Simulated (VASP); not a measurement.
Here is a VASP 6.6.1 calculation.

The input INCAR:

```
PREC = Accurate
ENCUT = 500
EDIFF = 1E-6
ISMEAR = 0
SIGMA = 0.15
LREAL = F
LASPH = T
NELM = 120
ALGO = Normal
ISIF = 2
LWAVE = F
LCHARG = T
LELF = T
LVHAR = T
NBANDS = 13
GGA_COMPAT = F
```

File KPOINTS:

```
Automatic mesh
0
Gamma
  22 22 22
```

POSCAR

```
W
1.0
    0.0000000000      2.2280410097      1.5538358002
    2.2280410097      0.0000000000      1.5538358002
    2.2280410097      2.2280410097      0.0000000000
W
1
Direct
    0.0000000000      0.0000000000      0.0000000000
```

Potentials or basis: VASP PAW LDA potentials, release 64 (W_sv).

The run is started by

```bash
$ cat potpaw_LDA.64/W_sv/POTCAR > POTCAR
$ mpirun -np 1 vasp_std > vasp.out
```

(1) Predict the band gap on the k mesh.

(2) Predict the pressure.

## Answers

(1) zero (bands 7 and 8 overlap by 6.60 eV).

(2) 1.6 GPa.

Caveat: spin-orbit coupling is left out, which moves the levels of the heavy elements.
